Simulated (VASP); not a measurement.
# AgCl (Pm-3m) in VASP: further runs, part 3 of 3

VASP 6.6.1. The steps go on from the part before.

## (5) Single point, PBEsol

This run uses another cell than the first one, of 20.25 Å³/atom.

The input, POSCAR:

```
AgCl
1.0
    3.4339730000      0.0000000000      0.0000000000
    0.0000000000      3.4339730000      0.0000000000
    0.0000000000      0.0000000000      3.4339730000
Ag Cl
1 1
Direct
    0.0000000000      0.0000000000      0.0000000000
    0.5000000000      0.5000000000      0.5000000000
```

The input, INCAR.step1:

```
PREC = Accurate ; ENCUT = 520
EDIFF = 1E-6 ; ISMEAR = -1
SIGMA = 0.01 ; LREAL = F
LASPH = T ; NELM = 100
ALGO = Normal ; ISIF = 2
LWAVE = F ; LCHARG = T
LMAXMIX = 4 ; GGA = PS
NBANDS = 16
```

The input, KPOINTS.step1:

```
Automatic mesh
0
Gamma
  9 9 9
```

The input, INCAR.step2:

```
PREC = Accurate ; ENCUT = 520
EDIFF = 1E-6 ; ISMEAR = -5
SIGMA = 0.01 ; LREAL = F
LASPH = T ; NELM = 100
ALGO = Normal ; ISIF = 2
LWAVE = F ; LCHARG = F
LMAXMIX = 4 ; GGA = PS
LORBIT = 11 ; NEDOS = 1001
ICHARG = 11
```

The input, KPOINTS.step2:

```
Automatic mesh
0
Gamma
  14 14 14
```

Potentials or basis: VASP PAW PBE potentials, release 64 (Ag, Cl).

Run with:

```console
cat potpaw_PBE.64/Ag/POTCAR potpaw_PBE.64/Cl/POTCAR > POTCAR
cp INCAR.step1 INCAR
cp KPOINTS.step1 KPOINTS
mpirun -np 1 vasp_std > vasp.out
cp INCAR.step2 INCAR
cp KPOINTS.step2 KPOINTS
mpirun -np 1 vasp_std > vasp.out
```

OUTCAR:

```text
PREC = Accurate
   ENCUT = 520
   EDIFF = 1E-6
   ISMEAR = -5
   LREAL = F
   LASPH = T
   NELM = 100
   ISIF = 2
   GGA = PS
   LORBIT = 11
   ICHARG = 11

 ion  position               nearest neighbor table
   1  0.000  0.000  0.000-   2 2.97   2 2.97   2 2.97   2 2.97   2 2.97   2 2.97   2 2.97   2 2.97

   2  0.500  0.500  0.500-   1 2.97   1 2.97   1 2.97   1 2.97   1 2.97   1 2.97   1 2.97   1 2.97

  LATTYP: Found a simple cubic cell.
 ALAT       =     3.4339730000

  Lattice vectors:

 A1 = (   3.4339730000,   0.0000000000,   0.0000000000)
 A2 = (   0.0000000000,   3.4339730000,   0.0000000000)
 A3 = (   0.0000000000,   0.0000000000,   3.4339730000)

Analysis of symmetry for initial positions (statically):
=====================================================================
 Subroutine PRICEL returns:
 Original cell was already a primitive cell.

 Routine SETGRP: Setting up the symmetry group for a
 simple cubic supercell.

 Subroutine GETGRP returns: Found 48 space group operations
 (whereof 48 operations were pure point group operations)
 out of a pool of 48 trial point group operations.

The static configuration has the point symmetry O_h .

Analysis of symmetry for dynamics (positions and initial velocities):
=====================================================================
 Subroutine PRICEL returns:
 Original cell was already a primitive cell.

 Routine SETGRP: Setting up the symmetry group for a
 simple cubic supercell.

 Subroutine GETGRP returns: Found 48 space group operations
 (whereof 48 operations were pure point group operations)
 out of a pool of 48 trial point group operations.

The dynamic configuration has the point symmetry O_h .

 Subroutine INISYM returns: Found 48 space group operations
 (whereof 48 operations are pure point group operations),
 and found     1 'primitive' translations
[... 129 lines left out ...]
 Fermi weights with tetrahedron method with Bloechl corrections
  energy-cutoff  :      520.00
  volume of cell :       40.49
 maximum number of plane-waves:      1108
 NGX is ok and might be reduce to    28

 number of electron      18.0000002 magnetization

 Free energy of the ion-electron system (eV)
  ---------------------------------------------------
  ext. energy  EPLUGINS =         0.00000000
  ---------------------------------------------------
  free energy    TOTEN  =        -5.76487938 eV

  energy without entropy =       -5.76487938  energy(sigma->0) =       -5.76487938

 E-fermi :   3.8088     XC(G=0): -10.6175

 val. band max:        3.7912564990   @ k =   0.5000   0.0000   0.0000
 cond. band min:       4.2004988742   @ k =   0.0000   0.0000   0.0000
 fundamental gap:      0.4092423752
 Fermi energy:         3.8088265272

 k-point     1 :       0.0000    0.0000    0.0000
  band No.  band energies     occupation
      1     -10.7827      2.00000
      2       1.0343      2.00000
      3       1.0343      2.00000
      4       1.9919      2.00000
      5       1.9919      2.00000
      6       1.9919      2.00000
      7       2.2662      2.00000
      8       2.2662      2.00000
      9       2.2662      2.00000
     10       4.2005      0.00000
     11      13.0849      0.00000
     12      13.0849      0.00000
     13      17.2850      0.00000
[... 354 lines left out ...]
  band No.  band energies     occupation
      1     -10.2775      2.00000
      2      -0.5482      2.00000
      3       0.6653      2.00000
      4       1.2022      2.00000
      5       1.3410      2.00000
      6       1.8776      2.00000
      7       2.1856      2.00000
      8       2.5311      2.00000
      9       3.4616      2.00000
     10       7.7425      0.00000
     11      10.6591      0.00000
     12      13.2417      0.00000
     13      14.3861      0.00000

 [... further k-points ...]

------------------------ aborting loop because EDIFF is reached ----------------------------------------

  FORCE on cell =-STRESS in cart. coord.  units (eV):
  Direction    XX          YY          ZZ          XY          YZ          ZX
  --------------------------------------------------------------------------------------
  -------------------------------------------------------------------------------------
  Total       -1.1879704     -1.1879704     -1.1879704     -0.0000000      0.0000000      0.0000000
  in kB      -47.0029993    -47.0029993    -47.0029993     -0.0000000      0.0000000      0.0000000
  external PRESSURE =     -47.0029993 kB  Pullay stress =       0.0000000 kB

 VOLUME and BASIS-vectors are now :
 -----------------------------------------------------------------------------
  energy-cutoff  :      520.00
  volume of cell :       40.49
      direct lattice vectors                 reciprocal lattice vectors
     3.433973000  0.000000000  0.000000000     0.291207881  0.000000000  0.000000000
     0.000000000  3.433973000  0.000000000     0.000000000  0.291207881  0.000000000
     0.000000000  0.000000000  3.433973000     0.000000000  0.000000000  0.291207881

 POSITION                                       TOTAL-FORCE (eV/Angst)
 -----------------------------------------------------------------------------------
      0.00000      0.00000      0.00000         0.000000      0.000000      0.000000
      1.71699      1.71699      1.71699         0.000000      0.000000      0.000000
 -----------------------------------------------------------------------------------
    total drift:                                0.000000      0.000000      0.000000

  FREE ENERGIE OF THE ION-ELECTRON SYSTEM (eV)
  ---------------------------------------------------
  free  energy   TOTEN  =        -5.7648793765 eV

  energy  without entropy=       -5.7648793765  energy(sigma->0) =       -5.76487938

 total charge

# of ion       s       p       d       tot
------------------------------------------
    1        0.171   0.119   9.340   9.630
    2        1.601   3.421   0.000   5.022
--------------------------------------------------
tot          1.772   3.540   9.340  14.653
```

OUTCAR.step1:

```text
PREC = Accurate
   ENCUT = 520
   EDIFF = 1E-6
   ISMEAR = -1
   LREAL = F
[... 679 lines left out ...]
      0.00000      0.00000      0.00000         0.000000      0.000000      0.000000
      1.71699      1.71699      1.71699         0.000000      0.000000      0.000000
 -----------------------------------------------------------------------------------
    total drift:                               -0.000000      0.000000      0.000000

  FREE ENERGIE OF THE ION-ELECTRON SYSTEM (eV)
  ---------------------------------------------------
  free  energy   TOTEN  =        -5.7647659541 eV

  energy  without entropy=       -5.7647659541  energy(sigma->0) =       -5.76476595
```

OSZICAR.step1:

```text
N       E                     dE             d eps       ncg     rms          rms(c)
DAV:   1     0.996535857529E+02    0.99654E+02   -0.86483E+03  1136   0.102E+03
DAV:   2    -0.228768585499E+01   -0.10194E+03   -0.93136E+02  1472   0.223E+02
DAV:   3    -0.601791577063E+01   -0.37302E+01   -0.37218E+01  1320   0.447E+01
DAV:   4    -0.604253226030E+01   -0.24616E-01   -0.24615E-01  1472   0.394E+00
DAV:   5    -0.604282106026E+01   -0.28880E-03   -0.28880E-03  1336   0.415E-01    0.580E+00
DAV:   6    -0.577533130709E+01    0.26749E+00   -0.42324E-01  1360   0.925E+00    0.388E+00
DAV:   7    -0.576909000504E+01    0.62413E-02   -0.10111E-01  1208   0.208E+00    0.204E+00
DAV:   8    -0.576503833902E+01    0.40517E-02   -0.71723E-03  1400   0.827E-01    0.356E-01
DAV:   9    -0.576473688364E+01    0.30146E-03   -0.58963E-04  1440   0.391E-01    0.794E-02
DAV:  10    -0.576476463797E+01   -0.27754E-04   -0.98980E-05  1288   0.971E-02    0.332E-02
DAV:  11    -0.576476600559E+01   -0.13676E-05   -0.12222E-06  1168   0.962E-03    0.212E-03
DAV:  12    -0.576476595414E+01    0.51455E-07   -0.14199E-07   664   0.374E-03
   1 F= -.57647660E+01 E0= -.57647660E+01  d E =-.284113E-11
```

It took 40 s on 1 thread of AMD EPYC 7R13 (Zen 3), shared host; peak memory 0.17 GiB.

What came out:

| Property | Result |
| --- | --- |
| Valence electrons inside the program's atomic spheres | Ag 9.63; Cl 5.02 |

Caveat: the PAW data sets were made with another functional, which shifts forces and pressure a little.

## (6) Summary

| task | cell | k mesh for the DOS | occupations for the DOS | gap on the mesh (eV) | pressure (GPa) |
| --- | --- | --- | --- | --- | --- |
| electric field gradients | a = 3.490 Å, 2 atoms | - | - | 0.43 | -6.3 |
| electric field gradients | a = 3.501 Å, 2 atoms | - | - | 0.43 | -6.5 |
| single point | a = 3.434 Å, 2 atoms | 14 × 14 × 14 | tetrahedron | - | - |

Alike in all rows: level PBEsol; potentials or basis VASP PAW PBE potentials, release 64 (Ag, Cl); no spin polarisation; k mesh 9 × 9 × 9; cutoff (eV) 520; smearing fermi-dirac 0.01 eV.

Caveats: the PAW data sets were made with another functional, which shifts forces and pressure a little; the cell stands under tension (at least some runs); semilocal functionals underestimate gaps, and a narrow one can read as zero (at least some runs); an odd mesh through Γ misses points on the zone boundary, where band edges can lie (at least some runs).

Total energies depend on the potentials used, so only differences within one code and one set of settings carry meaning.
